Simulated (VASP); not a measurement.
Ge5P:

```
Ge P
1.0
     5.75855    0.00000    0.00000
    -2.87928    4.98705    0.00000
     0.00000    0.00000    5.40676
Ge P
5 1
Direct
  0.68257 0.00000 0.00000
  0.00000 0.68257 0.00000
  0.31743 0.31743 0.00000
  0.33333 0.66667 0.50000
  0.66667 0.33333 0.50000
  0.00000 0.00000 0.50000
```

- Program: VASP 6.6.1
- Task: relaxation of cell and atoms
- Functional: PBE
- Potentials or basis: VASP PAW PBE potentials, release 64 (Ge_d, P)
- Cutoff: 600 eV
- k mesh: 3 × 3 × 4
- Occupations: gaussian, width 0.1 eV
- Spin: no spin polarisation

At the start: pressure -11.0 GPa; volume 25.88 Å³/atom.

Q: How do energy, volume and symmetry change on relaxing?

A: Over 8 steps the energy falls by 357.6 meV/atom and the volume is 18.52 Å³/atom (-28.5 %); space group P-62m (No. 189, to 0.05 Å).

The path:
| step | energy change (eV) | largest force (eV/Å) | pressure (GPa) | volume (Å³) |
| --- | --- | --- | --- | --- |
| 1 | 0.0000 | 0.0223 | -11.00 | 155.27 |
| 2 | -2.0071 | 0.3592 | -3.71 | 118.63 |
| 3 | -2.1040 | 0.4399 | -0.54 | 112.03 |
| 4 | -2.1060 | 0.4546 | 0.07 | 110.95 |
| 5 | -2.1309 | 0.2677 | 0.14 | 110.69 |
| 6 | -2.1448 | 0.0005 | 0.33 | 110.29 |
| 7 | -2.1448 | 0.0080 | 0.32 | 110.30 |
| 8 | -2.1453 | 0.0017 | -0.14 | 111.10 |

Final structure:
```
Ge P
1.0
     5.06848    0.00000    0.00000
    -2.53424    4.38943    0.00000
     0.00000    0.00000    4.99359
Ge P
5 1
Direct
  0.67078 0.00000 0.00000
  0.00000 0.67078 0.00000
  0.32922 0.32922 0.00000
  0.33333 0.66667 0.50000
  0.66667 0.33333 0.50000
  0.00000 0.00000 0.50000
```

Caveat: the k points lie up to 0.48 Å⁻¹ apart in the final cell; the volume moved by over 15 % at a fixed basis, so the end points are rough.
